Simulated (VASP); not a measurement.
The system is KZn3.

```
K Zn
1.0
     4.23913    0.00000    0.00000
     0.00000    4.23913    0.00000
     0.00000    0.00000    4.19555
K Zn
1 3
Direct
  0.00000 0.00000 0.00000
  0.00000 0.50000 0.50000
  0.50000 0.00000 0.50000
  0.50000 0.50000 0.00000
```

```yaml
Program: VASP 6.6.1
Task: relaxation of cell and atoms
Functional: PBE
Potentials_or_basis: VASP PAW PBE potentials, release 64 (K_sv, Zn)
Cutoff: 600 eV
k_mesh: 4 × 4 × 4
Occupations: gaussian, width 0.1 eV
Spin: no spin polarisation
```

At the start: pressure 10.2 GPa; volume 18.85 Å³/atom.

Task: Where does the relaxation end?

Result: Over 5 steps the energy falls by 148.1 meV/atom and the volume is 24.97 Å³/atom (+32.5 %); space group Pm-3m (No. 221, to 0.1 Å) before and after.

The path:
```tsv
step	energy change (eV)	largest force (eV/Å)	pressure (GPa)	volume (Å³)
1	0.0000	0.0000	10.20	75.39
2	-0.5150	0.0000	2.69	89.27
3	-0.5846	0.0000	0.71	96.10
4	-0.5919	0.0000	0.16	98.92
5	-0.5925	0.0000	0.03	99.86
```

Final structure:
```xyz
4
Lattice="4.6564 0.0000 0.0000 0.0000 4.6564 0.0000 0.0000 0.0000 4.6058" Properties=species:S:1:pos:R:3 pbc="T T T"
K     0.0000    0.0000    0.0000
Zn    0.0000    2.3282    2.3029
Zn    2.3282    0.0000    2.3029
Zn    2.3282    2.3282    0.0000
```

Caveat: the k points lie up to 0.34 Å⁻¹ apart in the final cell, too coarse for converged energies and pressures of a metal; the volume moved by over 15 % at a fixed basis, so the end points are rough.
